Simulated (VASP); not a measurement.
Here is a VASP 6.6.1 calculation.

File INCAR:

```
PREC     = Accurate       # precision mode
ENCUT    = 600            # plane-wave cutoff, eV
EDIFF    = 1E-6           # SCF threshold, eV
ISMEAR   = 0              # smearing method
SIGMA    = 0.1            # smearing width, eV
LREAL    = False          # projectors in reciprocal space
LASPH    = True           # aspherical terms in the spheres
NELM     = 100            # most SCF steps
ALGO     = Normal         # electronic algorithm
ISIF     = 4              # what is computed and relaxed
LWAVE    = False          # write WAVECAR
LCHARG   = False          # write CHGCAR
GGA      = PS             # functional
IBRION   = 2              # ionic algorithm
NSW      = 50             # ionic steps
EDIFFG   = -0.01          # ionic threshold
```

File KPOINTS:

```
regular mesh
0
Gamma
  12 12 12
```

File POSCAR:

```
BiTe
1.0
    2.3699005272      1.3682627073      2.9800037982
   -2.3699005272      1.3682627073      2.9800037982
    0.0000000000     -2.7365254146      2.9800037982
Bi Te
1 1
Direct
    0.5000000000      0.5000000000      0.5000000000
    0.0000000000      0.0000000000      0.0000000000
```

Potentials or basis: VASP PAW PBE potentials, release 64 (Bi_d, Te).

The run is started by

```sh
$ cat potpaw_PBE.64/Bi_d/POTCAR potpaw_PBE.64/Te/POTCAR > POTCAR
$ mpirun -np 1 vasp_std > vasp.out
```

(1) Predict the band gap on the k mesh.

## Answers

(1) zero (an odd number of electrons rules out a gap without spin polarisation).

Caveat: spin-orbit coupling is left out, which moves the levels of the heavy elements.
